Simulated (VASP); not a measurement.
Ru:

```
Ru
1.0
     2.44628    0.00000    0.00000
     0.00000    2.44628    0.00000
     0.00000    0.00000    2.44628
Ru
1
Cartesian
  0.0000 0.0000 0.0000
```

- Program: VASP 6.6.1
- Task: relaxation of cell and atoms
- Functional: PBEsol
- Potentials or basis: VASP PAW PBE potentials, release 64 (Ru_pv)
- Cutoff: 600 eV
- k mesh: 13 × 13 × 13
- Occupations: fermi-dirac, width 0.1 eV
- Spin: no spin polarisation

At the start: pressure 11.9 GPa; volume 14.64 Å³/atom.

Task: Where does the relaxation end?

Result: Over 4 steps the energy falls by 22.6 meV/atom and the volume is 15.29 Å³/atom (+4.4 %); space group Pm-3m (No. 221, to 0.05 Å).

The path:
| step | energy change (eV) | largest force (eV/Å) | pressure (GPa) | volume (Å³) |
| --- | --- | --- | --- | --- |
| 1 | 0.0000 | 0.0000 | 11.87 | 14.64 |
| 2 | 0.1075 | 0.0000 | -21.02 | 17.06 |
| 3 | -0.0225 | 0.0000 | -0.40 | 15.31 |
| 4 | -0.0226 | 0.0000 | -0.09 | 15.29 |

Final structure:
```yaml
crystal:
  lattice:
    - [2.48174, 0.00000, 0.00000]
    - [0.00000, 2.48174, 0.00000]
    - [0.00000, 0.00000, 2.48174]
  atoms:
    - { symbol: Ru, position: [0.00000, 0.00000, 0.00000] }
```

Caveat: the PAW data sets were made with another functional, which shifts forces and pressure a little.
